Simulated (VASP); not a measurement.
## GeW3: single point with PBE

Crystal: GeW3.

```xyz
4
Lattice="3.9765 0.0000 0.0000 0.0000 3.9765 0.0000 0.0000 0.0000 3.9765" Properties=species:S:1:pos:R:3 pbc="T T T"
Ge    0.0000    0.0000    0.0000
W     0.0000    1.9882    1.9882
W     1.9882    0.0000    1.9882
W     1.9882    1.9882    0.0000
```

```
Program             : VASP 6.6.1
Task                : single point
Functional          : PBE
Potentials or basis : VASP PAW PBE potentials, release 64 (Ge_d, W_sv)
Cutoff              : 520 eV
k mesh              : 4 × 4 × 4
Occupations         : gaussian, width 0.1 eV
Spin                : no spin polarisation
```

| Quantity | Value |
| --- | --- |
| Pressure | 0.5 GPa |
| Band gap on the k mesh | zero (band 28 reaches 11.81 eV, above the bottom of band 29 at 10.59 eV) |

Levels at points of the mesh, in eV from the Fermi level:
| k point | band 24 | band 25 | band 26 | band 27 | band 28 | band 29 | band 30 | band 31 | band 32 | band 33 |
| --- | --- | --- | --- | --- | --- | --- | --- | --- | --- | --- |
| (0.00, 0.00, 0.00) | -4.54 | -1.71 | -1.71 | -1.71 | 0.30 | 0.30 | 0.30 | 2.27 | 2.82 | 2.82 |
| (0.50, 0.00, 0.00) | -2.80 | -1.60 | -1.60 | -1.35 | -1.10 | -0.25 | 0.36 | 0.36 | 0.59 | 1.31 |
| (0.50, 0.50, 0.00) | -3.16 | -2.94 | -1.47 | -1.47 | -0.70 | -0.03 | -0.03 | 0.02 | 0.77 | 1.52 |
| (0.50, 0.50, 0.50) | -3.68 | -1.70 | -1.70 | -1.70 | 0.01 | 0.01 | 0.01 | 0.11 | 1.27 | 1.27 |

Wall time 12 s on 1 thread of Intel(R) Xeon(R) 6975P-C (Granite Rapids), on a shared host, peak memory 0.17 GiB.

Caveat: the k points lie up to 0.40 Å⁻¹ apart; spin-orbit coupling is left out, which moves the levels of the heavy elements.
